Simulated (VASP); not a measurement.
# NbTe3 (P6_3/mmc) in VASP: further runs

The runs below take NbTe3 through single point, with PBE.

Program: VASP 6.6.1. These are calculated values, not measurements. Logs are shortened: lines on timing, memory, paths and dates and some standing lists are left out, and cuts for length are marked.

## (1) The cell of the first run

The structure is hexagonal, space group P6_3/mmc (No. 194). The conventional cell has a = 9.906 Å, b = 9.906 Å, c = 3.430 Å, α = 90.00°, β = 90.00°, γ = 120.00°. Nb (site symmetry -6m2) has 6 Te at 2.77 Å and 2 Nb at 3.43 Å within 3.7 Å. Te (site symmetry mm2) has 2 Nb at 2.77 Å and 8 Te at 3.43 to 3.93 Å within 4.0 Å.

## (2) Single point, PBE

INCAR

```
SYSTEM = NbTe3
PREC = Accurate ; ENCUT = 520
EDIFF = 1E-6 ; ISMEAR = 0
SIGMA = 0.1 ; LREAL = .False.
LASPH = .True. ; NELM = 60
ALGO = Normal ; ISIF = 2
LWAVE = .False. ; LCHARG = .False.
GGA = PE ; NBANDS = 41
```

KPOINTS

```
regular mesh
0
Gamma
  6 6 12
  0 0 0
```

POSCAR

```
NbTe3
1.0
    9.9058077254      0.0000000000      0.0000000000
   -4.9529038627      8.5786811352      0.0000000000
    0.0000000000      0.0000000000      3.4303253911
Nb Te
2 6
Direct
    0.3333333333      0.6666666667      0.2500000000
    0.6666666667      0.3333333333      0.7500000000
    0.7937462523      0.5874925045      0.2500000000
    0.2062537477      0.7937462523      0.7500000000
    0.4125074955      0.2062537477      0.2500000000
    0.2062537477      0.4125074955      0.7500000000
    0.7937462523      0.2062537477      0.2500000000
    0.5874925045      0.7937462523      0.7500000000
```

Potentials or basis: VASP PAW PBE potentials, release 64 (Nb_sv, Te).

Started as:

```
$ cat potpaw_PBE.64/Nb_sv/POTCAR potpaw_PBE.64/Te/POTCAR > POTCAR
$ mpirun -np 1 vasp_std > vasp.out
```

OUTCAR:

```text
SYSTEM = NbTe3
   PREC = Accurate
   ENCUT = 520
   EDIFF = 1E-6
   ISMEAR = 0
   LREAL = .False.
   LASPH = .True.
   NELM = 60
   ISIF = 2
   GGA = PE

 ion  position               nearest neighbor table
   1  0.333  0.667  0.250-   4 2.77   4 2.77   6 2.77   6 2.77   8 2.77   8 2.77
   2  0.667  0.333  0.750-   7 2.77   7 2.77   3 2.77   3 2.77   5 2.77   5 2.77
   3  0.794  0.587  0.250-   2 2.77   2 2.77
   4  0.206  0.794  0.750-   1 2.77   1 2.77
   5  0.413  0.206  0.250-   2 2.77   2 2.77
   6  0.206  0.413  0.750-   1 2.77   1 2.77
   7  0.794  0.206  0.250-   2 2.77   2 2.77
   8  0.587  0.794  0.750-   1 2.77   1 2.77

  LATTYP: Found a hexagonal cell.
 ALAT       =     9.9058077254
 C/A-ratio  =     0.3462943645

  Lattice vectors:

 A1 = (   9.9058077254,   0.0000000000,   0.0000000000)
 A2 = (  -4.9529038627,   8.5786811352,   0.0000000000)
 A3 = (   0.0000000000,   0.0000000000,   3.4303253911)

Analysis of symmetry for initial positions (statically):
=====================================================================
 Subroutine PRICEL returns:
 Original cell was already a primitive cell.

 Routine SETGRP: Setting up the symmetry group for a
 hexagonal supercell.

 Subroutine GETGRP returns: Found 24 space group operations
 (whereof 12 operations were pure point group operations)
 out of a pool of 24 trial point group operations.

The static configuration has the point symmetry D_3d.
 The point group associated with its full space group is D_6h.

Analysis of symmetry for dynamics (positions and initial velocities):
=====================================================================
 Subroutine PRICEL returns:
 Original cell was already a primitive cell.

 Routine SETGRP: Setting up the symmetry group for a
 hexagonal supercell.

 Subroutine GETGRP returns: Found 24 space group operations
 (whereof 12 operations were pure point group operations)
 out of a pool of 24 trial point group operations.

The dynamic configuration has the point symmetry D_3d.
 The point group associated with its full space group is D_6h.

 Subroutine INISYM returns: Found 24 space group operations
 (whereof 12 operations are pure point group operations),
 and found     1 'primitive' translations

----------------------------------------------------------------------------------------

                                     Primitive cell

  volume of cell :     291.5048

  direct lattice vectors                    reciprocal lattice vectors
     9.905807725  0.000000000  0.000000000     0.100950879  0.058284017  0.000000000
    -4.952903863  8.578681135  0.000000000     0.000000000  0.116568035  0.000000000
     0.000000000  0.000000000  3.430325391     0.000000000  0.000000000  0.291517534

  length of vectors
     9.905807725  9.905807725  3.430325391     0.116568035  0.116568035  0.291517534

  position of ions in fractional coordinates (direct lattice)
     0.333333333  0.666666667  0.250000000
     0.666666667  0.333333333  0.750000000
     0.793746252  0.587492504  0.250000000
     0.206253748  0.793746252  0.750000000
     0.412507496  0.206253748  0.250000000
     0.206253748  0.412507496  0.750000000
     0.793746252  0.206253748  0.250000000
     0.587492504  0.793746252  0.750000000

  ion indices of the primitive-cell ions
   primitive index   ion index
                 1           1
                 2           2
                 3           3
                 4           4
                 5           5
                 6           6
                 7           7
                 8           8

----------------------------------------------------------------------------------------

 KPOINTS: regular mesh

Automatic generation of k-mesh.
 Grid dimensions read from file:
 generate k-points for:    6    6   12

 Generating k-lattice:

  Cartesian coordinates                     Fractional coordinates (reciprocal lattice)
     0.016825147  0.009714003  0.000000000     0.166666667  0.000000000  0.000000000
     0.000000000  0.019428006  0.000000000     0.000000000  0.166666667  0.000000000
     0.000000000  0.000000000  0.024293128     0.000000000  0.000000000  0.083333333

  Length of vectors
     0.019428006  0.019428006  0.024293128

  Shift w.r.t. Gamma in fractional coordinates (k-lattice)
     0.000000000  0.000000000  0.000000000

 Subroutine IBZKPT returns following result:
 ===========================================

 Found     49 irreducible k-points:

 Following reciprocal coordinates:
            Coordinates               Weight
  0.000000  0.000000  0.000000      1.000000
  0.166667  0.000000  0.000000      6.000000
  0.333333  0.000000  0.000000      6.000000
  0.500000  0.000000  0.000000      3.000000
  0.166667  0.166667  0.000000      6.000000
  0.333333  0.166667  0.000000     12.000000
[... 16 lines left out ...]
  0.166667  0.000000  0.250000     12.000000
  0.333333  0.000000  0.250000     12.000000
 [... further k-points ...]
   k-points           NKPTS =     49   k-points in BZ     NKDIM =     49   number of bands    NBANDS=     41
   number of dos      NEDOS =    301   number of ions     NIONS =      8
   total plane-waves  NPLWV = 179200
   dimension x,y,z NGX =    80 NGY =   80 NGZ =   28
   dimension x,y,z NGXF=   160 NGYF=  160 NGZF=   56
   ions per type =               2   6
   NGX,Y,Z   is equivalent  to a cutoff of  13.43, 13.43, 13.57 a.u.
   NGXF,Y,Z  is equivalent  to a cutoff of  26.85, 26.85, 27.14 a.u.
 SYSTEM =  NbTe3
   PREC   = accura    normal or accurate (medium, high low for compatibility)
   ISTART =      0    job   : 0-new  1-cont  2-samecut
   ICHARG =      2    charge: 1-file 2-atom 10-const
   ISPIN  =      1    spin polarized calculation?
   LNONCOLLINEAR =      F non collinear calculations
   LSORBIT =      F    spin-orbit coupling
   LASPH  =      T    aspherical Exc in radial PAW
   ENCUT  =  520.0 eV  38.22 Ry    6.18 a.u.  18.42 18.42  6.38*2*pi/ulx,y,z
   NELM   =     60;   NELMIN=  2; NELMDL= -5     # of ELM steps
   EDIFF  = 0.1E-05   stopping-criterion for ELM
   LREAL  =      F    real-space projection
   EDIFFG = 0.1E-04   stopping-criterion for IOM
   NSW    =      0    number of steps for IOM
   IBRION =     -1    ionic relax: 0-MD 1-quasi-New 2-CG
   NFREE  =      0    steps in history (QN), initial steepest desc. (CG)
   ISIF   =      2    stress and relaxation
   ISYM   =      2    0-nonsym 1-usesym 2-fastsym
   POTIM  = 0.5000    time-step for ionic-motion
   TEBEG  =    0.0;   TEEND  =   0.0 temperature during run
   PSTRESS=    0.0 pullay stress
   NELECT =      62.0000    total number of electrons
   NUPDOWN=      -1.0000    fix difference up-down
   EMIN   =  10.00;   EMAX   =-10.00  energy-range for DOS
   EFERMI =   0.00;   METHOD = LEGACY
   ISMEAR =     0;   SIGMA  =   0.10  broadening in eV -4-tet -1-fermi 0-gaus
   EFERMI_NEDOS =   21; number of points for ismear=-14 and -15
   IALGO  =     38    algorithm
   IMIX   =      4    mixing-type and parameters
     AMIX     =   0.40;   BMIX     =  1.00
     AMIX_MAG =   1.60;   BMIX_MAG =  1.00
  volume/ion in A,a.u.               =      36.44       245.90
  Fermi-wavevector in a.u.,A,eV,Ry     =   0.977215  1.846669 12.992873  0.954949
  Thomas-Fermi vector in A             =   2.107895
   LORBIT       =      0    0 simple, 1 ext, 2 COOP (PROOUT), +10 PAW based schemes
   GGA     = PE    functional components
   LHFCALC =     F    Hartree Fock is set to
   AEXX    =    0.0000 exact exchange contribution
   IVDW    =     0    specifies the selected vdW correction
   LEPSILON=     F    determine dielectric tensor
   LRPA    =     F    only Hartree local field effects (RPA)
 non-spin polarized calculation
 Gauss-broadening in eV      SIGMA  =   0.10
  energy-cutoff  :      520.00
  volume of cell :      291.50
 maximum number of plane-waves:      7945
 NGX is ok and might be reduce to    80
   NGX = 37   NGY = 37   NGZ = 13

 number of electron      61.9999996 magnetization

 Free energy of the ion-electron system (eV)
  ---------------------------------------------------
  ext. energy  EPLUGINS =         0.00000000
  ---------------------------------------------------
  free energy    TOTEN  =       -40.94067610 eV

  energy without entropy =      -40.91778163  energy(sigma->0) =      -40.92922886

 E-fermi :   4.2187     XC(G=0):  -8.4401

 val. band max:        4.1758841646   @ k =   0.5000   0.0000   0.0833
 cond. band min:       4.2207592170   @ k =   0.5000   0.0000   0.1667
 fundamental gap:      0.0448750525
 Fermi energy:         4.2186538162

 k-point     1 :       0.0000    0.0000    0.0000
  band No.  band energies     occupation
      1     -50.7001      2.00000
      2     -50.7001      2.00000
      3     -26.8434      2.00000
      4     -26.8434      2.00000
      5     -26.8433      2.00000
      6     -26.8433      2.00000
[... 33 lines left out ...]
     40       8.0479      0.00000
     41       8.4473      0.00000

 k-point     2 :       0.1667    0.0000    0.0000
  band No.  band energies     occupation
      1     -50.7001      2.00000
      2     -50.7001      2.00000
      3     -26.8434      2.00000
      4     -26.8434      2.00000
      5     -26.8433      2.00000
      6     -26.8433      2.00000
[... 33 lines left out ...]
     40       8.0562      0.00000
     41       8.5404      0.00000

 k-point     3 :       0.3333    0.0000    0.0000
  band No.  band energies     occupation
      1     -50.7001      2.00000
      2     -50.7001      2.00000
      3     -26.8434      2.00000
      4     -26.8434      2.00000
      5     -26.8433      2.00000
      6     -26.8433      2.00000
[... 875 lines left out ...]
      2     -50.6939      2.00000
      3     -26.8293      2.00000
      4     -26.8293      2.00000
      5     -26.8292      2.00000
      6     -26.8292      2.00000
[... 33 lines left out ...]
     40       6.9881      0.00000
     41       7.3850      0.00000

 k-point    24 :       0.3333    0.0000    0.2500
  band No.  band energies     occupation
      1     -50.6939      2.00000
      2     -50.6939      2.00000
      3     -26.8293      2.00000
      4     -26.8293      2.00000
      5     -26.8292      2.00000
      6     -26.8292      2.00000
[... 33 lines left out ...]
     40       7.0610      0.00000
     41       7.4323      0.00000

 [... further k-points ...]

------------------------ aborting loop because EDIFF is reached ----------------------------------------

  FORCE on cell =-STRESS in cart. coord.  units (eV):
  Direction    XX          YY          ZZ          XY          YZ          ZX
  --------------------------------------------------------------------------------------
  -------------------------------------------------------------------------------------
  Total       -0.0992633     -0.0992633     -0.1544293      0.0000000     -0.0000000      0.0000000
  in kB       -0.5455737     -0.5455737     -0.8487787      0.0000000     -0.0000000      0.0000000
  external PRESSURE =      -0.6466420 kB  Pullay stress =       0.0000000 kB

 VOLUME and BASIS-vectors are now :
 -----------------------------------------------------------------------------
  energy-cutoff  :      520.00
  volume of cell :      291.50
      direct lattice vectors                 reciprocal lattice vectors
     9.905807725  0.000000000  0.000000000     0.100950879  0.058284017  0.000000000
    -4.952903863  8.578681135  0.000000000     0.000000000  0.116568035  0.000000000
     0.000000000  0.000000000  3.430325391     0.000000000  0.000000000  0.291517534

 POSITION                                       TOTAL-FORCE (eV/Angst)
 -----------------------------------------------------------------------------------
     -0.00000      5.71912      0.85758        -0.000000      0.000000      0.000000
      4.95290      2.85956      2.57274        -0.000000      0.000000      0.000000
      4.95290      5.03991      0.85758        -0.000000     -0.009887      0.000000
     -1.88824      6.80930      2.57274         0.008562     -0.004943     -0.000000
      3.06466      1.76939      0.85758         0.008562      0.004943      0.000000
     -0.00000      3.53877      2.57274        -0.000000      0.009887     -0.000000
      6.84114      1.76939      0.85758        -0.008562      0.004943      0.000000
      1.88824      6.80930      2.57274        -0.008562     -0.004943      0.000000
 -----------------------------------------------------------------------------------
    total drift:                               -0.000000      0.000000      0.000000

  FREE ENERGIE OF THE ION-ELECTRON SYSTEM (eV)
  ---------------------------------------------------
  free  energy   TOTEN  =       -40.9406761014 eV

  energy  without entropy=      -40.9177816253  energy(sigma->0) =      -40.92922886
```

Run time: 11 min. Hardware: 1 thread of Intel Xeon Platinum 8488C (Sapphire Rapids), shared host; peak memory 0.71 GiB.

What came out:

| Item | Value |
| --- | --- |
| Free energy | -40.9407 eV |
| Pressure | -0.1 GPa |
| Largest force | 0.010 eV/Å |
| Band gap on the k mesh | zero (bands 31 and 32 overlap by 0.54 eV) |

Forces on the atoms (eV/Å):
```
Nb   0.000  0.000  0.000
Nb   0.000  0.000  0.000
Te   0.000 -0.010  0.000
Te   0.009 -0.005  0.000
Te   0.009  0.005  0.000
Te   0.000  0.010  0.000
Te  -0.009  0.005  0.000
Te  -0.009 -0.005  0.000
```

Caveat: spin-orbit coupling is left out, which moves the levels of the heavy elements; this functional lacks dispersion, which binds layers or chains, so the pressure and a relaxed spacing across them are unreliable.

## (3) Single point, PBE

Changes to INCAR since step 2:

```diff
@@ -5,3 +5,3 @@
 LASPH = .True. ; NELM = 60
-ALGO = Normal ; ISIF = 2
+ALGO = Fast ; ISIF = 2
 LWAVE = .False. ; LCHARG = .False.
```

KPOINTS is that of step 2.

POSCAR is that of step 2.

Potentials or basis: VASP PAW PBE potentials, release 64 (Nb_sv, Te).

Started as:

```
$ cat potpaw_PBE.64/Nb_sv/POTCAR potpaw_PBE.64/Te/POTCAR > POTCAR
$ mpirun -np 1 vasp_std > vasp.out
```

OUTCAR:

```text
SYSTEM = NbTe3
   PREC = Accurate
   ENCUT = 520
   EDIFF = 1E-6
   ISMEAR = 0
   LREAL = .False.
   LASPH = .True.
   NELM = 60
   ISIF = 2
   GGA = PE

 ion  position               nearest neighbor table
   1  0.333  0.667  0.250-   4 2.77   4 2.77   6 2.77   6 2.77   8 2.77   8 2.77
   2  0.667  0.333  0.750-   7 2.77   7 2.77   3 2.77   3 2.77   5 2.77   5 2.77
   3  0.794  0.587  0.250-   2 2.77   2 2.77
   4  0.206  0.794  0.750-   1 2.77   1 2.77
   5  0.413  0.206  0.250-   2 2.77   2 2.77
   6  0.206  0.413  0.750-   1 2.77   1 2.77
   7  0.794  0.206  0.250-   2 2.77   2 2.77
   8  0.587  0.794  0.750-   1 2.77   1 2.77

  LATTYP: Found a hexagonal cell.
 ALAT       =     9.9058077254
 C/A-ratio  =     0.3462943645

  Lattice vectors:

 A1 = (   9.9058077254,   0.0000000000,   0.0000000000)
 A2 = (  -4.9529038627,   8.5786811352,   0.0000000000)
 A3 = (   0.0000000000,   0.0000000000,   3.4303253911)

Analysis of symmetry for initial positions (statically):
=====================================================================
 Subroutine PRICEL returns:
[... 195 lines left out ...]
  band No.  band energies     occupation
      1     -50.6997      2.00000
      2     -50.6997      2.00000
      3     -26.8430      2.00000
      4     -26.8430      2.00000
      5     -26.8429      2.00000
      6     -26.8429      2.00000
[... 1045 lines left out ...]
     40       7.0682      0.00000
     41       7.4342      0.00000

 [... further k-points ...]

------------------------ aborting loop because EDIFF is reached ----------------------------------------

  FORCE on cell =-STRESS in cart. coord.  units (eV):
  Direction    XX          YY          ZZ          XY          YZ          ZX
  --------------------------------------------------------------------------------------
  -------------------------------------------------------------------------------------
  Total       -0.0864002     -0.0864002     -0.1810425      0.0000000      0.0000000      0.0000000
  in kB       -0.4748753     -0.4748753     -0.9950510      0.0000000      0.0000000      0.0000000
  external PRESSURE =      -0.6482672 kB  Pullay stress =       0.0000000 kB

 VOLUME and BASIS-vectors are now :
 -----------------------------------------------------------------------------
  energy-cutoff  :      520.00
  volume of cell :      291.50
      direct lattice vectors                 reciprocal lattice vectors
     9.905807725  0.000000000  0.000000000     0.100950879  0.058284017  0.000000000
    -4.952903863  8.578681135  0.000000000     0.000000000  0.116568035  0.000000000
     0.000000000  0.000000000  3.430325391     0.000000000  0.000000000  0.291517534

 POSITION                                       TOTAL-FORCE (eV/Angst)
 -----------------------------------------------------------------------------------
     -0.00000      5.71912      0.85758        -0.000000     -0.000000     -0.000000
      4.95290      2.85956      2.57274        -0.000000      0.000000     -0.000000
      4.95290      5.03991      0.85758        -0.000000     -0.009368     -0.000000
     -1.88824      6.80930      2.57274         0.008113     -0.004684      0.000000
      3.06466      1.76939      0.85758         0.008113      0.004684      0.000000
     -0.00000      3.53877      2.57274         0.000000      0.009368      0.000000
      6.84114      1.76939      0.85758        -0.008113      0.004684      0.000000
      1.88824      6.80930      2.57274        -0.008113     -0.004684     -0.000000
 -----------------------------------------------------------------------------------
    total drift:                               -0.000000      0.000000      0.000000

  FREE ENERGIE OF THE ION-ELECTRON SYSTEM (eV)
  ---------------------------------------------------
  free  energy   TOTEN  =       -40.9406784149 eV

  energy  without entropy=      -40.9177997920  energy(sigma->0) =      -40.92923910
```

OSZICAR:

```text
N       E                     dE             d eps       ncg     rms          rms(c)
DAV:   1     0.461526976311E+03    0.46153E+03   -0.27258E+04  4458   0.129E+03
DAV:   2     0.368280479592E+01   -0.45784E+03   -0.44224E+03  5541   0.349E+02
DAV:   3    -0.381888128022E+02   -0.41872E+02   -0.40801E+02  5828   0.940E+01
[... 16 lines left out ...]
RMM:  20    -0.409406700438E+02   -0.53896E-05   -0.61982E-05  6527   0.283E-02    0.144E-02
RMM:  21    -0.409406741703E+02   -0.41265E-05   -0.42888E-05  5894   0.223E-02    0.150E-02
RMM:  22    -0.409406763423E+02   -0.21720E-05   -0.21397E-05  5356   0.183E-02    0.157E-02
RMM:  23    -0.409406777272E+02   -0.13849E-05   -0.13960E-05  4976   0.147E-02    0.161E-02
RMM:  24    -0.409406784149E+02   -0.68768E-06   -0.80979E-06  4645   0.117E-02
   1 F= -.40940678E+02 E0= -.40929239E+02  d E =-.228786E-01
```

Run time: 30 min. Hardware: 1 thread of Oxide Virtual Turin-like, shared host; peak memory 0.71 GiB.

What came out:

```yaml
Free_energy: -40.9407 eV
Pressure: -0.1 GPa
Largest_force: 0.009 eV/Å
Band_gap_on_the_k_mesh: zero (bands 31 and 32 overlap by 0.54 eV)
```

Forces in eV/Å, atoms in the order of the input:
```
Nb   0.000  0.000  0.000
Nb   0.000  0.000  0.000
Te   0.000 -0.009  0.000
Te   0.008 -0.005  0.000
Te   0.008  0.005  0.000
Te   0.000  0.009  0.000
Te  -0.008  0.005  0.000
Te  -0.008 -0.005  0.000
```

Levels at points of the mesh, in eV from the Fermi level:
| k point | band 29 | band 30 | band 31 | band 32 | band 33 | band 34 |
| --- | --- | --- | --- | --- | --- | --- |
| (0.00, 0.00, 0.00) | -0.55 | -0.55 | 0.06 | 0.90 | 1.20 | 1.73 |
| (0.50, 0.00, 0.00) | -0.51 | -0.28 | -0.18 | -0.10 | 1.39 | 1.59 |
| (0.00, 0.00, 0.50) | -0.60 | -0.60 | 0.02 | 0.02 | 1.12 | 1.12 |
| (0.50, 0.00, 0.50) | -0.39 | -0.39 | 0.18 | 0.18 | 0.87 | 0.87 |

Caveat: spin-orbit coupling is left out, which moves the levels of the heavy elements; this functional lacks dispersion, which binds layers or chains, so the pressure and a relaxed spacing across them are unreliable.

The gap in the log of VASP goes by the Fermi energy; the results here count the filled bands.